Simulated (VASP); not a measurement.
A run of VASP 6.6.1 is set up as follows.

Contents of POSCAR:

```
Ta
1.0
   -1.6533592789      1.6533592789      1.6533592789
    1.6533592789     -1.6533592789      1.6533592789
    1.6533592789      1.6533592789     -1.6533592789
Ta
1
Direct
    0.0000000000      0.0000000000      0.0000000000
```

INCAR.step1

```
SYSTEM = Ta
ALGO = Normal ; EDIFF = 1E-4
ENCUT = 520 ; GGA = PE
ISMEAR = -1 ; LASPH = .TRUE.
LCHARG = .FALSE. ; LREAL = .FALSE.
LWAVE = .TRUE. ; NBANDS = 12
NELM = 60 ; PREC = Accurate
SIGMA = 0.3
```

File INCAR.step2:

```
SYSTEM = Ta
ALGO = Normal ; EDIFF = 1E-6
ENCUT = 520 ; ISIF = 2
ISMEAR = -1 ; ISTART = 1
LASPH = .TRUE. ; LCHARG = .FALSE.
LMIXTAU = .TRUE. ; LREAL = .FALSE.
LWAVE = .FALSE. ; METAGGA = R2SCAN
NBANDS = 12 ; NELM = 60
PREC = Accurate ; SIGMA = 0.3
```

KPOINTS

```
k-points
0
G
  13 13 13
  0 0 0
```

Potentials or basis: VASP PAW PBE potentials, release 64 (Ta_pv).

The run is started by

```bash
$ cat potpaw_PBE.64/Ta_pv/POTCAR > POTCAR
$ cp INCAR.step1 INCAR
$ mpirun -np 1 vasp_std > vasp.out
$ cp INCAR.step2 INCAR
$ mpirun -np 1 vasp_std > vasp.out
```

Estimate the pressure.

1.8 GPa.

Caveat: the PAW data sets were made with another functional, which shifts forces and pressure a little.
